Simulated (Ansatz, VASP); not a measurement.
**One calculation of Be16CO, two programs**

```
CELL_PARAMETERS angstrom
4.52544 0.00000 0.00000
-2.26272 3.91914 0.00000
0.00000 0.00000 23.47617
ATOMIC_POSITIONS crystal
Be 0.33333 0.16667 0.17039
Be 0.33333 0.66667 0.17039
Be 0.83333 0.16667 0.17039
Be 0.83333 0.66667 0.17039
Be 0.16667 0.33333 0.24635
Be 0.16667 0.83333 0.24635
Be 0.66667 0.33333 0.24635
Be 0.66667 0.83333 0.24635
Be 0.33333 0.16667 0.32419
Be 0.33333 0.66667 0.32419
Be 0.83333 0.16667 0.32419
Be 0.83333 0.66667 0.32419
Be 0.16667 0.33333 0.40365
Be 0.16667 0.83333 0.40365
Be 0.66667 0.33333 0.40365
Be 0.66667 0.83333 0.40365
C 0.16667 0.33333 0.53016
O 0.29483 0.20517 0.55487
```

Alike in both runs: task single point; functional PBE; k mesh 6 × 6 × 1; occupations gaussian, width 0.1 eV; no spin polarisation.

|  | VASP | Ansatz |
| --- | --- | --- |
| version | VASP 6.6.1 | Ansatz 0.2.0 |
| potentials or method | VASP PAW PBE potentials, release 64 (Be, C, O), cutoff 520 eV | scalar-relativistic, plane waves, PAW |
| valence electrons in the cell | 42 | 42 |

Ansatz gave:

```
gap on the k mesh at the Fermi level (eV) : none
rms of the force components (eV/Å)        : 0.463
```

Problem. What did VASP give for the same quantities?

Solution. gap on the k mesh at the Fermi level (eV): none; rms of the force components (eV/Å): 0.316.

Atom by atom the forces differ by 0.152 eV/Å (rms over components). A gap of «none» marks a metal or a gap that the smearing closes.

Noted on VASP's run: the standard files for N, O and F lose accuracy on very short bonds.
